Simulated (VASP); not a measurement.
# WS2 (R3m) in VASP: density of states with PBE+D3(BJ)

Aim: the density of states of WS2 with PBE+D3(BJ).

Everything below comes from runs of VASP 6.6.1. Logs are shortened: lines on timing, memory, paths and dates and some standing lists are left out, and cuts for length are marked.

## (1) The cell of the first run

The structure is trigonal, space group R3m (No. 160). The conventional cell has a = 3.157 Å, b = 3.157 Å, c = 18.118 Å, α = 90.00°, β = 90.00°, γ = 120.00°. Within 3.2 Å of W (site symmetry 3m) lie 6 S at 2.41 Å and 6 W at 3.16 Å. Within 3.2 Å of S (site symmetry 3m) lie 3 W at 2.41 Å and 7 S at 3.15 to 3.16 Å. S (site symmetry 3m) has 3 W at 2.41 Å and 7 S at 3.15 to 3.16 Å within 3.2 Å.

## (2) Density of states, PBE+D3(BJ)

Input file POSCAR:

```
WS2
1.0
    1.5786015496      0.9114060296      6.0393062431
   -1.5786015496      0.9114060296      6.0393062431
    0.0000000000     -1.8228120591      6.0393062431
W S
1 2
Direct
    0.0006554627      0.0006554627      0.0006554627
    0.2472223803      0.2472223803      0.2472223803
    0.4208221570      0.4208221570      0.4208221570
```

Input file INCAR.step1:

```
SYSTEM = WS2
PREC     = Accurate       ! precision mode
ENCUT    = 520            ! plane-wave cutoff, eV
EDIFF    = 1E-6           ! SCF threshold, eV
ISMEAR   = 0              ! smearing method
SIGMA    = 0.02           ! smearing width, eV
LREAL    = .False.        ! projectors in reciprocal space
LASPH    = .True.         ! aspherical terms in the spheres
NELM     = 100            ! most SCF steps
ALGO     = Normal         ! electronic algorithm
ISIF     = 2              ! what is computed and relaxed
LWAVE    = .False.        ! write WAVECAR
LCHARG   = .True.         ! write CHGCAR
LMAXMIX  = 4              ! l up to which the mixer works
GGA      = PE             ! functional
IVDW     = 12             ! dispersion correction
NBANDS   = 20             ! bands
```

Input file KPOINTS.step1:

```
Automatic mesh
0
Gamma
  12 12 12
  0 0 0
```

Input file INCAR.step2:

```
SYSTEM = WS2
PREC     = Accurate       ! precision mode
ENCUT    = 520            ! plane-wave cutoff, eV
EDIFF    = 1E-6           ! SCF threshold, eV
ISMEAR   = -5             ! smearing method
SIGMA    = 0.02           ! smearing width, eV
LREAL    = .False.        ! projectors in reciprocal space
LASPH    = .True.         ! aspherical terms in the spheres
NELM     = 100            ! most SCF steps
ALGO     = Normal         ! electronic algorithm
ISIF     = 2              ! what is computed and relaxed
LWAVE    = .False.        ! write WAVECAR
LCHARG   = .False.        ! write CHGCAR
LMAXMIX  = 4              ! l up to which the mixer works
GGA      = PE             ! functional
IVDW     = 12             ! dispersion correction
LORBIT   = 11             ! projections on sites
NBANDS   = 20             ! bands
NEDOS    = 1001           ! points of the DOS
ICHARG   = 11             ! starting density
```

Input file KPOINTS.step2:

```
Automatic mesh
0
Gamma
  18 18 18
  0 0 0
```

Potentials or basis: VASP PAW PBE potentials, release 64 (W_sv, S).

Command:

```sh
cat potpaw_PBE.64/W_sv/POTCAR potpaw_PBE.64/S/POTCAR > POTCAR
cp INCAR.step1 INCAR
cp KPOINTS.step1 KPOINTS
mpirun -np 1 vasp_std > vasp.out
cp INCAR.step2 INCAR
cp KPOINTS.step2 KPOINTS
mpirun -np 1 vasp_std > vasp.out
```

OUTCAR:

```text
SYSTEM = WS2
   PREC = Accurate
   ENCUT = 520
   EDIFF = 1E-6
   ISMEAR = -5
   LREAL = .False.
   LASPH = .True.
   NELM = 100
   ISIF = 2
   GGA = PE
   IVDW = 12
   LORBIT = 11
   ICHARG = 11
 IVDW          = 12

 ion  position               nearest neighbor table
   1  0.001  0.001  0.001-   2 2.41   2 2.41   2 2.41   3 2.41   3 2.41   3 2.41
   2  0.247  0.247  0.247-   1 2.41   1 2.41   1 2.41
   3  0.421  0.421  0.421-   1 2.41   1 2.41   1 2.41

  LATTYP: Found a trigonal (rhomboedric) cell.
 ALAT       =     6.3083962860
 COS(alpha) =     0.8747617154

  Lattice vectors:

 A1 = (   1.5786015496,   0.9114060296,   6.0393062431)
 A2 = (  -1.5786015496,   0.9114060296,   6.0393062431)
 A3 = (   0.0000000000,  -1.8228120591,   6.0393062431)

Analysis of symmetry for initial positions (statically):
=====================================================================
 Subroutine PRICEL returns:
 Original cell was already a primitive cell.

 Routine SETGRP: Setting up the symmetry group for a
 trigonal (rhombohedral) supercell.

 Subroutine GETGRP returns: Found  6 space group operations
 (whereof  6 operations were pure point group operations)
 out of a pool of 12 trial point group operations.

The static configuration has the point symmetry C_3v.

Analysis of symmetry for dynamics (positions and initial velocities):
=====================================================================
 Subroutine PRICEL returns:
 Original cell was already a primitive cell.

 Routine SETGRP: Setting up the symmetry group for a
 trigonal (rhombohedral) supercell.

 Subroutine GETGRP returns: Found  6 space group operations
 (whereof  6 operations were pure point group operations)
 out of a pool of 12 trial point group operations.

The dynamic configuration has the point symmetry C_3v.

 Subroutine INISYM returns: Found  6 space group operations
 (whereof  6 operations are pure point group operations),
 and found     1 'primitive' translations

----------------------------------------------------------------------------------------

                                     Primitive cell

  volume of cell :      52.1342

  direct lattice vectors                    reciprocal lattice vectors
     1.578601550  0.911406030  6.039306243     0.316736038  0.182867637  0.055193978
    -1.578601550  0.911406030  6.039306243    -0.316736038  0.182867637  0.055193978
     0.000000000 -1.822812059  6.039306243     0.000000000 -0.365735273  0.055193978

  length of vectors
     6.308396286  6.308396286  6.308396286     0.369876554  0.369876554  0.369876554

  position of ions in fractional coordinates (direct lattice)
     0.000655463  0.000655463  0.000655463
     0.247222380  0.247222380  0.247222380
     0.420822157  0.420822157  0.420822157

  ion indices of the primitive-cell ions
   primitive index   ion index
                 1           1
                 2           2
                 3           3

----------------------------------------------------------------------------------------

 KPOINTS: Automatic mesh

Automatic generation of k-mesh.
 Grid dimensions read from file:
 generate k-points for:   18   18   18

 Generating k-lattice:

  Cartesian coordinates                     Fractional coordinates (reciprocal lattice)
     0.017596447  0.010159313  0.003066332     0.055555556  0.000000000  0.000000000
    -0.017596447  0.010159313  0.003066332     0.000000000  0.055555556  0.000000000
     0.000000000 -0.020318626  0.003066332    -0.000000000 -0.000000000  0.055555556

  Length of vectors
     0.020548697  0.020548697  0.020548697

  Shift w.r.t. Gamma in fractional coordinates (k-lattice)
     0.000000000  0.000000000  0.000000000

 TETIRR: Found   2916 inequivalent tetrahedra from    34992

 Subroutine IBZKPT returns following result:
 ===========================================

 Found    580 irreducible k-points:

 Following reciprocal coordinates:
            Coordinates               Weight
  0.000000  0.000000  0.000000      1.000000
  0.055556  0.000000  0.000000      6.000000
  0.111111  0.000000  0.000000      6.000000
  0.166667  0.000000  0.000000      6.000000
  0.222222  0.000000  0.000000      6.000000
  0.277778  0.000000  0.000000      6.000000
[... 16 lines left out ...]
 -0.277778  0.055556  0.000000     12.000000
 -0.222222  0.055556 -0.000000     12.000000
 [... further k-points ...]
   k-points           NKPTS =    580   k-points in BZ     NKDIM =    580   number of bands    NBANDS=     20
   number of dos      NEDOS =   1001   number of ions     NIONS =      3
   total plane-waves  NPLWV = 110592
   dimension x,y,z NGX =    48 NGY =   48 NGZ =   48
   dimension x,y,z NGXF=    96 NGYF=   96 NGZF=   96
   ions per type =               1   2
   NGX,Y,Z   is equivalent  to a cutoff of  12.65, 12.65, 12.65 a.u.
   NGXF,Y,Z  is equivalent  to a cutoff of  25.30, 25.30, 25.30 a.u.
 SYSTEM =  WS2
   PREC   = accura    normal or accurate (medium, high low for compatibility)
   ISTART =      0    job   : 0-new  1-cont  2-samecut
   ICHARG =     11    charge: 1-file 2-atom 10-const
   ISPIN  =      1    spin polarized calculation?
   LNONCOLLINEAR =      F non collinear calculations
   LSORBIT =      F    spin-orbit coupling
   LASPH  =      T    aspherical Exc in radial PAW
   ENCUT  =  520.0 eV  38.22 Ry    6.18 a.u.  11.73 11.73 11.73*2*pi/ulx,y,z
   NELM   =    100;   NELMIN=  2; NELMDL=  0     # of ELM steps
   EDIFF  = 0.1E-05   stopping-criterion for ELM
   LREAL  =      F    real-space projection
   EDIFFG = 0.1E-04   stopping-criterion for IOM
   NSW    =      0    number of steps for IOM
   IBRION =     -1    ionic relax: 0-MD 1-quasi-New 2-CG
   NFREE  =      0    steps in history (QN), initial steepest desc. (CG)
   ISIF   =      2    stress and relaxation
   ISYM   =      2    0-nonsym 1-usesym 2-fastsym
   POTIM  = 0.5000    time-step for ionic-motion
   TEBEG  =    0.0;   TEEND  =   0.0 temperature during run
   PSTRESS=    0.0 pullay stress
   NELECT =      26.0000    total number of electrons
   NUPDOWN=      -1.0000    fix difference up-down
   EMIN   =  10.00;   EMAX   =-10.00  energy-range for DOS
   EFERMI =   0.00;   METHOD = LEGACY
   ISMEAR =    -5;   SIGMA  =   0.02  broadening in eV -4-tet -1-fermi 0-gaus
   EFERMI_NEDOS =   21; number of points for ismear=-14 and -15
   IALGO  =     38    algorithm
   IMIX   =      4    mixing-type and parameters
     AMIX     =   0.40;   BMIX     =  1.00
     AMIX_MAG =   1.60;   BMIX_MAG =  1.00
  volume/ion in A,a.u.               =      17.38       117.27
  Fermi-wavevector in a.u.,A,eV,Ry     =   1.298250  2.453337 22.931985  1.685453
  Thomas-Fermi vector in A             =   2.429591
   LORBIT       =     11    0 simple, 1 ext, 2 COOP (PROOUT), +10 PAW based schemes
   GGA     = PE    functional components
   LHFCALC =     F    Hartree Fock is set to
   AEXX    =    0.0000 exact exchange contribution
   IVDW    =    12    specifies the selected vdW correction
   LEPSILON=     F    determine dielectric tensor
   LRPA    =     F    only Hartree local field effects (RPA)
 non-spin polarized calculation
 Fermi weights with tetrahedron method with Bloechl corrections
  energy-cutoff  :      520.00
  volume of cell :       52.13
 maximum number of plane-waves:      1422

 number of electron      25.9999999 magnetization

 Free energy of the ion-electron system (eV)
  ---------------------------------------------------
  ext. energy  EPLUGINS =         0.00000000
  ---------------------------------------------------
  free energy    TOTEN  =       -23.58823168 eV

  energy without entropy =      -23.58823168  energy(sigma->0) =      -23.58823168

 E-fermi :   7.8354     XC(G=0): -11.1010

 val. band max:        7.8281347631   @ k =   0.5000   0.5000   0.5000
 cond. band min:       8.7606697150   @ k =  -0.1667   0.1667   0.0000
 fundamental gap:      0.9325349519
 Fermi energy:         7.8354224107

 k-point     1 :       0.0000    0.0000    0.0000
  band No.  band energies     occupation
      1     -66.8766      2.00000
      2     -31.1350      2.00000
      3     -30.9570      2.00000
      4     -30.9570      2.00000
      5      -7.9190      2.00000
      6      -5.8613      2.00000
[... 12 lines left out ...]
     19      15.5161      0.00000
     20      16.6704      0.00000

 k-point     2 :       0.0556    0.0000    0.0000
  band No.  band energies     occupation
      1     -66.8761      2.00000
      2     -31.1329      2.00000
      3     -30.9682      2.00000
      4     -30.9596      2.00000
      5      -7.8655      2.00000
      6      -5.8466      2.00000
[... 12 lines left out ...]
     19      15.7400      0.00000
     20      16.6480      0.00000

 k-point     3 :       0.1111    0.0000    0.0000
  band No.  band energies     occupation
      1     -66.8744      2.00000
      2     -31.1271      2.00000
      3     -31.0002      2.00000
      4     -30.9670      2.00000
      5      -7.7081      2.00000
      6      -5.8035      2.00000
[... 12 lines left out ...]
     19      16.2100      0.00000
     20      16.5989      0.00000

 k-point     4 :       0.1667    0.0000    0.0000
  band No.  band energies     occupation
      1     -66.8719      2.00000
      2     -31.1183      2.00000
      3     -31.0491      2.00000
      4     -30.9784      2.00000
      5      -7.4569      2.00000
      6      -5.7345      2.00000
[... 12 lines left out ...]
     19      16.2082      0.00000
     20      16.8700      0.00000

 k-point     5 :       0.2222    0.0000    0.0000
  band No.  band energies     occupation
      1     -66.8688      2.00000
      2     -31.1084      2.00000
      3     -31.1073      2.00000
      4     -30.9924      2.00000
      5      -7.1288      2.00000
      6      -5.6447      2.00000
[... 12 lines left out ...]
     19      16.1064      0.00000
     20      16.7693      0.00000
[... 353 lines left out ...]
      6      -5.3021      2.00000
[... 12 lines left out ...]
     19      14.6769      0.00000
     20      15.1951      0.00000

 k-point    22 :      -0.3333    0.0556    0.0000
  band No.  band energies     occupation
      1     -66.8610      2.00000
      2     -31.2529      2.00000
      3     -31.0792      2.00000
      4     -31.0330      2.00000
      5      -6.1456      2.00000
      6      -5.3734      2.00000
[... 12 lines left out ...]
     19      15.0400      0.00000
     20      15.4319      0.00000

 k-point    23 :      -0.2778    0.0556    0.0000
  band No.  band energies     occupation
      1     -66.8638      2.00000
      2     -31.2013      2.00000
      3     -31.0892      2.00000
      4     -31.0195      2.00000
      5      -6.5291      2.00000
      6      -5.4688      2.00000
[... 12 lines left out ...]
     19      15.5545      0.00000
     20      15.9932      0.00000

 k-point    24 :      -0.2222    0.0556   -0.0000
  band No.  band energies     occupation
      1     -66.8670      2.00000
      2     -31.1421      2.00000
      3     -31.1005      2.00000
      4     -31.0041      2.00000
      5      -6.9184      2.00000
      6      -5.5723      2.00000
[... 12 lines left out ...]
     19      15.9541      0.00000
     20      16.7035      0.00000

 [... further k-points ...]

------------------------ aborting loop because EDIFF is reached ----------------------------------------

 Edisp (eV)   -1.31036

 E8    (eV) :    -0.5508

  FORCE on cell =-STRESS in cart. coord.  units (eV):
  Direction    XX          YY          ZZ          XY          YZ          ZX
  --------------------------------------------------------------------------------------
  -------------------------------------------------------------------------------------
  Total      -0.00224    -0.00224    -0.00537     0.00000    -0.00000     0.00000
  in kB      -0.06877    -0.06877    -0.16518     0.00000    -0.00000     0.00000
  external pressure =       -0.10 kB  Pullay stress =        0.00 kB

 VOLUME and BASIS-vectors are now :
 -----------------------------------------------------------------------------
  energy-cutoff  :      520.00
  volume of cell :       52.13
      direct lattice vectors                 reciprocal lattice vectors
     1.578601550  0.911406030  6.039306243     0.316736038  0.182867637  0.055193978
    -1.578601550  0.911406030  6.039306243    -0.316736038  0.182867637  0.055193978
     0.000000000 -1.822812059  6.039306243     0.000000000 -0.365735273  0.055193978

 POSITION                                       TOTAL-FORCE (eV/Angst)
 -----------------------------------------------------------------------------------
      0.00000      0.00000      0.01188         0.000000     -0.000000     -0.000227
      0.00000      0.00000      4.47915         0.000000     -0.000000     -0.002956
      0.00000      0.00000      7.62442         0.000000      0.000000      0.003183
 -----------------------------------------------------------------------------------
    total drift:                               -0.000000     -0.000000      0.000933

  FREE ENERGIE OF THE ION-ELECTRON SYSTEM (eV)
  ---------------------------------------------------
  free  energy   TOTEN  =       -24.8985890992 eV

  energy  without entropy=      -24.8985890992  energy(sigma->0) =      -24.89858910

 total charge

# of ion       s       p       d       tot
------------------------------------------
    1        2.321   6.331   3.387  12.039
    2        1.361   2.366   0.000   3.727
    3        1.361   2.366   0.000   3.727
--------------------------------------------------
tot          5.043  11.063   3.387  19.493
```

It took 22 min on 1 thread of Intel Xeon Platinum 8259CL at 2.50GHz (Skylake/Cascade Lake), shared host; peak memory 0.75 GiB.

What came out:

* Valence electrons inside the program's atomic spheres: W 12.04; S 3.73
* Dispersion energy per atom: -0.437 eV

Caveat: spin-orbit coupling is left out, which moves the levels of the heavy elements.
